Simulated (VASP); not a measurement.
Write the native input for VASP 6.6.1 that does the following.

| Property | Result |
| --- | --- |
| Task | single point |
| Functional | r2SCAN |
| Potentials or basis | VASP PAW PBE potentials, release 64 (Pt) |
| Cutoff | 520 eV |
| k mesh | 14 × 14 × 7 |
| Occupations | methfessel-paxton, width 0.05 eV |
| Spin | no spin polarisation |
| Dipole correction | no |
| Further INCAR settings | ALGO = Normal; EDIFF = 1e-06; NBANDS = 17 |

Crystal: Pt.

```
Pt
1.0
     2.76067    0.00000    0.00000
    -1.38033    2.39081    0.00000
     0.00000    0.00000    4.79213
Pt
2
Direct
  0.66667 0.33333 0.75000
  0.33333 0.66667 0.25000
```

This isn't the form of Pt at room conditions, which is fcc.

One way to write it, as run:

POSCAR

```
Pt
1.0
    2.7606660000      0.0000000000      0.0000000000
   -1.3803330000      2.3908070000      0.0000000000
    0.0000000000      0.0000000000      4.7921340000
Pt
2
Direct
    0.6666666667      0.3333333333      0.7500000000
    0.3333333333      0.6666666667      0.2500000000
```

INCAR.step1

```
SYSTEM = Pt
PREC = Accurate
ENCUT = 520
ISMEAR = 1
SIGMA = 0.05
LREAL = .FALSE.
LASPH = .TRUE.
NELM = 80
NBANDS = 17
GGA = PE
ALGO = Normal
EDIFF = 1E-4
LWAVE = .TRUE.
LCHARG = .FALSE.
```

INCAR.step2

```
SYSTEM = Pt
PREC = Accurate
ENCUT = 520
EDIFF = 1E-6
ISMEAR = 1
SIGMA = 0.05
LREAL = .FALSE.
LASPH = .TRUE.
NELM = 80
ALGO = Normal
ISIF = 2
LWAVE = .FALSE.
LCHARG = .FALSE.
METAGGA = R2SCAN
LMIXTAU = .TRUE.
NBANDS = 17
ISTART = 1
```

KPOINTS

```
Automatic mesh
0
G
  14 14 7
  0 0 0
```

Potentials or basis: VASP PAW PBE potentials, release 64 (Pt).

Command:

```bash
$ cat potpaw_PBE.64/Pt/POTCAR > POTCAR
$ cp INCAR.step1 INCAR
$ mpirun -np 1 vasp_std > vasp.out
$ cp INCAR.step2 INCAR
$ mpirun -np 1 vasp_std > vasp.out
```

Results of the run:

```
Pressure               : -6.1 GPa
Band gap on the k mesh : zero (bands 10 and 11 overlap by 1.31 eV)
```

Caveat: the cell stands under tension; the PAW data sets were made with another functional, which shifts forces and pressure a little; spin-orbit coupling is left out, which moves the levels of the heavy elements.

It took 3.6 min on 1 thread of Intel Xeon 8259CL (shared host), peak memory 0.19 GiB.
